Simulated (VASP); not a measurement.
# CoO (I4/mmm) in VASP: single point with PBEsol

Aim: the single point of CoO with PBEsol.

All numbers are computed with VASP 6.6.1; they aren't measurements. Logs are shortened: lines on timing, memory, paths and dates and some standing lists are left out, and cuts for length are marked.

**1. The cell of the first run**

The structure is tetragonal, space group I4/mmm (No. 139). The conventional cell has a = 3.016 Å, b = 3.016 Å, c = 4.214 Å, α = 90.00°, β = 90.00°, γ = 90.00°. Within 2.8 Å of Co (site symmetry 4/mmm) lie 6 O at 2.11 to 2.13 Å. Within 2.8 Å of O (site symmetry 4/mmm) lie 6 Co at 2.11 to 2.13 Å.

**2. Single point, PBEsol, collinear spin, ferromagnetic start**

Contents of INCAR:

```
SYSTEM = CoO
PREC = Accurate
ENCUT = 520
EDIFF = 1E-7
ISMEAR = 0
SIGMA = 0.15
LREAL = .False.
LASPH = .True.
NELM = 150
ALGO = Normal
ISIF = 2
LWAVE = .False.
LCHARG = .True.
ISPIN = 2
MAGMOM = 2.71 0.36
LORBIT = 11
LMAXMIX = 4
GGA = PS
LELF = .True.
LVHAR = .True.
NBANDS = 18
```

Contents of KPOINTS:

```
Automatic mesh
0
Gamma
  22 22 22
  0 0 0
```

Contents of POSCAR:

```
CoO
1.0
   -1.5080001529      1.5080001529      2.1072499549
    1.5080001529     -1.5080001529      2.1072499549
    1.5080001529      1.5080001529     -2.1072499549
Co O
1 1
Direct
    0.0000000000      0.0000000000      0.0000000000
    0.5000000000      0.5000000000      0.0000000000
```

Potentials or basis: VASP PAW PBE potentials, release 64 (Co, O).

On the command line:

```bash
> cat potpaw_PBE.64/Co/POTCAR potpaw_PBE.64/O/POTCAR > POTCAR
> mpirun -np 1 vasp_std > vasp.out
```

OUTCAR:

```text
SYSTEM = CoO
   PREC = Accurate
   ENCUT = 520
   EDIFF = 1E-7
   ISMEAR = 0
   LREAL = .False.
   LASPH = .True.
   NELM = 150
   ISIF = 2
   ISPIN = 2
   LORBIT = 11
   GGA = PS

 ion  position               nearest neighbor table
   1  0.000  0.000  0.000-   2 2.11   2 2.11   2 2.13   2 2.13   2 2.13   2 2.13
   2  0.500  0.500  0.000-   1 2.11   1 2.11   1 2.13   1 2.13   1 2.13   1 2.13

  LATTYP: Found a body centered tetragonal cell.
 ALAT       =     3.0160003058
 C/A-ratio  =     1.3973804650

  Lattice vectors:

 A1 = (  -1.5080001529,   1.5080001529,   2.1072499549)
 A2 = (   1.5080001529,  -1.5080001529,   2.1072499549)
 A3 = (   1.5080001529,   1.5080001529,  -2.1072499549)

Analysis of symmetry for initial positions (statically):
=====================================================================
 Subroutine PRICEL returns:
 Original cell was already a primitive cell.

 Routine SETGRP: Setting up the symmetry group for a
 body centered tetragonal supercell.

 Subroutine GETGRP returns: Found 16 space group operations
 (whereof 16 operations were pure point group operations)
 out of a pool of 16 trial point group operations.

The static configuration has the point symmetry D_4h.

Analysis of symmetry for dynamics (positions and initial velocities):
=====================================================================
 Subroutine PRICEL returns:
 Original cell was already a primitive cell.

 Routine SETGRP: Setting up the symmetry group for a
 body centered tetragonal supercell.

 Subroutine GETGRP returns: Found 16 space group operations
 (whereof 16 operations were pure point group operations)
 out of a pool of 16 trial point group operations.

The dynamic configuration has the point symmetry D_4h.

Analysis of structural, dynamic, and magnetic symmetry:
=====================================================================
 Subroutine PRICEL returns:
 Original cell was already a primitive cell.

 Routine SETGRP: Setting up the symmetry group for a
 body centered tetragonal supercell.

 Subroutine GETGRP returns: Found 16 space group operations
 (whereof 16 operations were pure point group operations)
 out of a pool of 16 trial point group operations.

The overall configuration has the point symmetry D_4h.

 Subroutine INISYM returns: Found 16 space group operations
 (whereof 16 operations are pure point group operations),
 and found     1 'primitive' translations

----------------------------------------------------------------------------------------

                                     Primitive cell

  volume of cell :      19.1681

  direct lattice vectors                    reciprocal lattice vectors
    -1.508000153  1.508000153  2.107249955     0.000000000  0.331564953  0.237276076
     1.508000153 -1.508000153  2.107249955     0.331564953  0.000000000  0.237276076
     1.508000153  1.508000153 -2.107249955     0.331564953  0.331564953  0.000000000

  length of vectors
     2.998104617  2.998104617  2.998104617     0.407719578  0.407719578  0.468903654

  position of ions in fractional coordinates (direct lattice)
     0.000000000  0.000000000  0.000000000
     0.500000000  0.500000000  0.000000000

  ion indices of the primitive-cell ions
   primitive index   ion index
                 1           1
                 2           2

----------------------------------------------------------------------------------------

 KPOINTS: Automatic mesh

Automatic generation of k-mesh.
 Grid dimensions read from file:
 generate k-points for:   22   22   22

 Generating k-lattice:

  Cartesian coordinates                     Fractional coordinates (reciprocal lattice)
     0.000000000  0.015071134  0.010785276     0.045454545 -0.000000000  0.000000000
     0.015071134  0.000000000  0.010785276    -0.000000000  0.045454545  0.000000000
     0.015071134  0.015071134  0.000000000     0.000000000  0.000000000  0.045454545

  Length of vectors
     0.018532708  0.018532708  0.021313802

  Shift w.r.t. Gamma in fractional coordinates (k-lattice)
     0.000000000  0.000000000  0.000000000

 Subroutine IBZKPT returns following result:
 ===========================================

 Found    834 irreducible k-points:

 Following reciprocal coordinates:
            Coordinates               Weight
  0.000000  0.000000  0.000000      1.000000
  0.045455 -0.000000  0.000000      8.000000
  0.090909 -0.000000  0.000000      8.000000
  0.136364 -0.000000  0.000000      8.000000
  0.181818 -0.000000  0.000000      8.000000
  0.227273  0.000000 -0.000000      8.000000
[... 16 lines left out ...]
  0.500000  0.045455  0.000000     16.000000
 -0.454545  0.045455  0.000000     16.000000
 [... further k-points ...]
   k-points           NKPTS =    834   k-points in BZ     NKDIM =    834   number of bands    NBANDS=     18
   number of dos      NEDOS =    301   number of ions     NIONS =      2
   total plane-waves  NPLWV =  13824
   dimension x,y,z NGX =    24 NGY =   24 NGZ =   24
   dimension x,y,z NGXF=    48 NGYF=   48 NGZF=   48
   ions per type =               1   1
   NGX,Y,Z   is equivalent  to a cutoff of  13.31, 13.31, 13.31 a.u.
   NGXF,Y,Z  is equivalent  to a cutoff of  26.62, 26.62, 26.62 a.u.
 SYSTEM =  CoO
   PREC   = accura    normal or accurate (medium, high low for compatibility)
   ISTART =      0    job   : 0-new  1-cont  2-samecut
   ICHARG =      2    charge: 1-file 2-atom 10-const
   ISPIN  =      2    spin polarized calculation?
   LNONCOLLINEAR =      F non collinear calculations
   LSORBIT =      F    spin-orbit coupling
   LASPH  =      T    aspherical Exc in radial PAW
   ENCUT  =  520.0 eV  38.22 Ry    6.18 a.u.   5.57  5.57  5.57*2*pi/ulx,y,z
   NELM   =    150;   NELMIN=  2; NELMDL= -5     # of ELM steps
   EDIFF  = 0.1E-06   stopping-criterion for ELM
   LREAL  =      F    real-space projection
   EDIFFG = 0.1E-05   stopping-criterion for IOM
   NSW    =      0    number of steps for IOM
   IBRION =     -1    ionic relax: 0-MD 1-quasi-New 2-CG
   NFREE  =      0    steps in history (QN), initial steepest desc. (CG)
   ISIF   =      2    stress and relaxation
   ISYM   =      2    0-nonsym 1-usesym 2-fastsym
   POTIM  = 0.5000    time-step for ionic-motion
   TEBEG  =    0.0;   TEEND  =   0.0 temperature during run
   PSTRESS=    0.0 pullay stress
   NELECT =      15.0000    total number of electrons
   NUPDOWN=      -1.0000    fix difference up-down
   EMIN   =  10.00;   EMAX   =-10.00  energy-range for DOS
   EFERMI =   0.00;   METHOD = LEGACY
   ISMEAR =     0;   SIGMA  =   0.15  broadening in eV -4-tet -1-fermi 0-gaus
   EFERMI_NEDOS =   21; number of points for ismear=-14 and -15
   IALGO  =     38    algorithm
   IMIX   =      4    mixing-type and parameters
     AMIX     =   0.40;   BMIX     =  1.00
     AMIX_MAG =   1.60;   BMIX_MAG =  1.00
  volume/ion in A,a.u.               =       9.58        64.68
  Fermi-wavevector in a.u.,A,eV,Ry     =   1.508617  2.850873 30.965840  2.275925
  Thomas-Fermi vector in A             =   2.619048
   LORBIT       =     11    0 simple, 1 ext, 2 COOP (PROOUT), +10 PAW based schemes
   GGA     = PS    functional components
   LHFCALC =     F    Hartree Fock is set to
   AEXX    =    0.0000 exact exchange contribution
   IVDW    =     0    specifies the selected vdW correction
   LEPSILON=     F    determine dielectric tensor
   LRPA    =     F    only Hartree local field effects (RPA)
 spin polarized calculation
 Gauss-broadening in eV      SIGMA  =   0.15
  energy-cutoff  :      520.00
  volume of cell :       19.17
 maximum number of plane-waves:       533
   NGX = 11   NGY = 11   NGZ = 11

 number of electron      15.0000005 magnetization       2.9034900

 Free energy of the ion-electron system (eV)
  ---------------------------------------------------
  ext. energy  EPLUGINS =         0.00000000
  ---------------------------------------------------
  free energy    TOTEN  =       -13.97688811 eV

  energy without entropy =      -13.93017079  energy(sigma->0) =      -13.95352945

 E-fermi :   7.9339     XC(G=0): -12.7073

 val. band max:        7.9338418132   @ k =  -0.2273  -0.2727   0.1364
 cond. band min:       7.9341940179   @ k =   0.1818   0.1818   0.0909
 fundamental gap:      0.0003522047
 Fermi energy:         7.9338734251

 spin component 1

 k-point     1 :       0.0000    0.0000    0.0000
  band No.  band energies     occupation
      1     -12.3661      1.00000
      2       4.6537      1.00000
      3       4.6542      1.00000
      4       4.6577      1.00000
      5       4.6903      1.00000
      6       4.6903      1.00000
[... 10 lines left out ...]
     17      29.6498      0.00000
     18      32.5211      0.00000

 k-point     2 :       0.0455   -0.0000    0.0000
  band No.  band energies     occupation
      1     -12.3438      1.00000
      2       4.2348      1.00000
      3       4.2510      1.00000
      4       4.3387      1.00000
      5       4.7647      1.00000
      6       4.8172      1.00000
[... 10 lines left out ...]
     17      29.7199      0.00000
     18      32.9245      0.00000

 k-point     3 :       0.0909   -0.0000    0.0000
  band No.  band energies     occupation
      1     -12.2780      1.00000
      2       3.8003      1.00000
      3       3.8255      1.00000
      4       3.8411      1.00000
      5       4.8085      1.00000
      6       4.8616      1.00000
[... 412 lines left out ...]
 k-point    23 :       0.5000    0.0455    0.0000
  band No.  band energies     occupation
      1     -11.0798      1.00000
      2      -0.3683      1.00000
      3       1.8008      1.00000
      4       1.8337      1.00000
      5       5.5166      1.00000
      6       5.5550      1.00000
[... 10 lines left out ...]
     17      33.5555      0.00000
     18      35.3621      0.00000

 k-point    24 :      -0.4545    0.0455    0.0000
  band No.  band energies     occupation
      1     -11.1309      1.00000
      2      -0.2465      1.00000
      3       1.8369      1.00000
      4       1.8912      1.00000
      5       5.4741      1.00000
      6       5.5390      1.00000
[... 10 lines left out ...]
     17      33.5710      0.00000
     18      35.5822      0.00000

 [... further k-points ...]

 spin component 2

 k-point     1 :       0.0000    0.0000    0.0000
  band No.  band energies     occupation
      1     -11.8377      1.00000
      2       5.2397      1.00000
      3       5.2955      1.00000
      4       5.2955      1.00000
      5       6.7969      1.00000
      6       6.7969      1.00000
[... 10 lines left out ...]
     17      30.5942      0.00000
     18      33.3471      0.00000

 k-point     2 :       0.0455   -0.0000    0.0000
  band No.  band energies     occupation
      1     -11.8148      1.00000
      2       5.0586      1.00000
      3       5.1763      1.00000
      4       5.2069      1.00000
      5       6.8293      1.00000
      6       6.8418      1.00000
[... 10 lines left out ...]
     17      30.6302      0.00000
     18      33.7662      0.00000

 k-point     3 :       0.0909   -0.0000    0.0000
  band No.  band energies     occupation
      1     -11.7473      1.00000
      2       4.5485      1.00000
      3       4.9495      1.00000
      4       4.9823      1.00000
      5       6.9083      1.00000
      6       6.9244      1.00000
[... 412 lines left out ...]
 k-point    23 :       0.5000    0.0455    0.0000
  band No.  band energies     occupation
      1     -10.5100      1.00000
      2       0.2120      1.00000
      3       3.1238      1.00000
      4       3.1623      1.00000
      5       7.7874      0.91635
      6       7.8188      0.86097
[... 10 lines left out ...]
     17      33.9443      0.00000
     18      35.8285      0.00000

 k-point    24 :      -0.4545    0.0455    0.0000
  band No.  band energies     occupation
      1     -10.5630      1.00000
      2       0.3388      1.00000
      3       3.1622      1.00000
      4       3.2170      1.00000
      5       7.7290      0.97329
      6       7.8028      0.89174
[... 10 lines left out ...]
     17      33.9412      0.00000
     18      36.0415      0.00000

 [... further k-points ...]
[... 5 lines left out ...]
  --------------------------------------------------------------------------------------
  -------------------------------------------------------------------------------------
  Total       -1.1731924     -1.1731924     -1.1445347      0.0000000      0.0000000      0.0000000
  in kB      -98.0620586    -98.0620586    -95.6666888      0.0000000      0.0000000      0.0000000
  external PRESSURE =     -97.2636020 kB  Pullay stress =       0.0000000 kB

 VOLUME and BASIS-vectors are now :
 -----------------------------------------------------------------------------
  energy-cutoff  :      520.00
  volume of cell :       19.17
      direct lattice vectors                 reciprocal lattice vectors
    -1.508000153  1.508000153  2.107249955     0.000000000  0.331564953  0.237276076
     1.508000153 -1.508000153  2.107249955     0.331564953  0.000000000  0.237276076
     1.508000153  1.508000153 -2.107249955     0.331564953  0.331564953  0.000000000

 POSITION                                       TOTAL-FORCE (eV/Angst)
 -----------------------------------------------------------------------------------
      0.00000      0.00000      0.00000         0.000000     -0.000000     -0.000000
      0.00000      0.00000      2.10725        -0.000000      0.000000      0.000000
 -----------------------------------------------------------------------------------
    total drift:                               -0.000000      0.000000     -0.000000

  FREE ENERGIE OF THE ION-ELECTRON SYSTEM (eV)
  ---------------------------------------------------
  free  energy   TOTEN  =       -13.9768881108 eV

  energy  without entropy=      -13.9301707872  energy(sigma->0) =      -13.95352945

 total charge

# of ion       s       p       d       tot
------------------------------------------
    1        0.300   0.367   7.151   7.817
    2        1.551   3.402   0.000   4.953
--------------------------------------------------
tot          1.850   3.769   7.151  12.771

 magnetization (x)

# of ion       s       p       d       tot
------------------------------------------
    1        0.020   0.018   2.505   2.543
    2        0.029   0.279   0.000   0.308
--------------------------------------------------
tot          0.049   0.296   2.505   2.851
```

Run time: 17 min. Hardware: 1 thread of Intel Xeon 8259CL, shared host; peak memory 0.52 GiB.

What came out:

```
Free energy                                           : -13.9769 eV
Pressure                                              : -9.7 GPa
Net moment                                            : 2.90 μB per cell
Site moments                                          : Co +2.54; O +0.31 μB
Valence electrons inside the program's atomic spheres : Co 7.82; O 4.95
```

Stress tensor (GPa, compression positive):
```
-9.81  0.00  0.00
 0.00 -9.81  0.00
 0.00  0.00 -9.57
```

Caveat: the cell stands under tension; the PAW data sets were made with another functional, which shifts forces and pressure a little; a cell with one magnetic atom can't hold antiferromagnetic order, which such compounds often take; semilocal functionals often make such compounds metallic where correlation or magnetic order opens a gap, which also shifts bond lengths.
